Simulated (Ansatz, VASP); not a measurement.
## Two plane-wave programs on Co

The input INCAR:

```
SYSTEM = Co
ALGO = Normal ; EDIFF = 1E-6
ENCUT = 520 ; ISIF = 2
ISMEAR = -1 ; ISPIN = 2
LASPH = .True. ; LCHARG = .True.
LELF = .True. ; LMAXMIX = 4
LORBIT = 11 ; LREAL = .False.
LVHAR = .True. ; LWAVE = .False.
MAGMOM = 1.546 ; NBANDS = 14
NELM = 150 ; PREC = Accurate
SIGMA = 0.05
```

The input KPOINTS:

```
k-points
0
Gamma
  16 16 16
  0 0 0
```

POSCAR

```
Co
1.0
    2.2847528438      0.0000000000      0.0000000000
    0.0000000000      2.2847528438      0.0000000000
    0.0000000000      0.0000000000      2.2847528438
Co
1
Direct
    0.0000000000      0.0000000000      0.0000000000
```

Input for Ansatz:

```yaml
crystal:
  lattice:
    - [2.2847528438, 0.0, 0.0]
    - [0.0, 2.2847528438, 0.0]
    - [0.0, 0.0, 2.2847528438]
  atoms:
    - { symbol: Co, position: [0.0, 0.0, 0.0], spin: 1.546 }
hamiltonian:
  xc: lda
  pseudopotentials:
    kind: paw
    azcp:
      Co: "pseudopotentials/Co.paw.azcp"
basis:
  ecutwfc: 420
  fft_grid_basis: typed
kpoints:
  mp_grid: { grid: [16, 16, 16], shift: [0, 0, 0] }
magnetization:
  spin_polarized: true
scf:
  occupations: { method: fermi_dirac, width: 0.05 }
  lower_state_search: "off"
output:
  stress: true
  write_density: true
  write_potential: true
  elf: true
  volumetric_format: npy
```

Alike in both runs: task single point; functional LDA; k mesh 16 × 16 × 16; occupations fermi-dirac, width 0.05 eV; collinear spin.

|  | VASP | Ansatz |
| --- | --- | --- |
| version | VASP 6.6.1 | Ansatz 0.2.0 |
| potentials or method | VASP PAW LDA potentials, release 64 (Co), cutoff 520 eV | plane waves (420 eV) with PAW, scalar-relativistic |
| valence electrons in the cell | 9 | 17 |

VASP gave:

```
pressure (GPa)                                                : -7.7
net moment per atom (μB)                                      : 1.56
size of the moment on the site where the two differ most (μB) : 1.55
```

Problem. Which values does Ansatz return?

Solution. Pressure (GPa): -6.2; net moment per atom (μB): 1.63; size of the moment on the site where the two differ most (μB): 1.62.

Ansatz warns that its potentials were made for another functional, while VASP's fit it. LDA's correlation is that of Perdew and Zunger in VASP and of Perdew and Wang (1992) in Ansatz. Site moments also hang on the region over which each program counts them. VASP's potentials hold 9 valence electrons a cell and Ansatz's 17, so a difference there can come from the potentials and not from the codes.
